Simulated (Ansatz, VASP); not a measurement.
One calculation of Pb, two programs

Contents of INCAR:

```
PREC = Accurate ; ENCUT = 520
EDIFF = 1E-7 ; ISMEAR = -1
SIGMA = 0.1 ; LREAL = False
LASPH = True ; NELM = 60
ALGO = Normal ; ISIF = 2
LWAVE = False ; LCHARG = True
GGA = B5 ; ALDAX = 1.0
AGGAX = 1.0 ; AGGAC = 1.0
ALDAC = 0.0 ; LELF = True
LVHAR = True ; NBANDS = 13
```

Contents of KPOINTS:

```
Automatic mesh
0
Gamma
  17 17 17
```

File POSCAR:

```
Pb
1.0
    0.0000000000      2.6236583826      2.6236583826
    2.6236583826      0.0000000000      2.6236583826
    2.6236583826      2.6236583826      0.0000000000
Pb
1
Direct
    0.0000000000      0.0000000000      0.0000000000
```

Input for Ansatz:

```yaml
crystal:
  lattice:
    - [0.0, 2.6236583826, 2.6236583826]
    - [2.6236583826, 0.0, 2.6236583826]
    - [2.6236583826, 2.6236583826, 0.0]
  atoms:
    - { symbol: Pb, position: [0.0, 0.0, 0.0] }
hamiltonian:
  xc: blyp
  pseudopotentials:
    kind: paw
    azcp:
      Pb: "pseudopotentials/Pb.paw.azcp"
basis:
  ecutwfc: 420
  fft_grid_basis: typed
kpoints:
  mp_grid: { grid: [17, 17, 17], shift: [0, 0, 0] }
magnetization:
  spin_polarized: false
scf:
  occupations: { method: fermi_dirac, width: 0.1 }
output:
  stress: true
```

Alike in both runs: task single point; functional BLYP; k mesh 17 × 17 × 17; occupations fermi-dirac, width 0.1 eV; no spin polarisation.

|  | VASP | Ansatz |
| --- | --- | --- |
| version | VASP 6.6.1 | Ansatz 0.2.0 |
| potentials or method | VASP PAW PBE potentials, release 64 (Pb_d), cutoff 520 eV | plane waves (420 eV) with PAW, scalar-relativistic |
| valence electrons in the cell | 14 | 14 |

```tsv
	VASP	Ansatz	Ansatz less VASP
pressure (GPa)	-1.0	-1.1	-0.04
```

VASP's potentials were made for PBE, not for BLYP. With one functional, cell and mesh, what is left measures potentials, basis and numerics.

Spin-orbit coupling is off throughout.
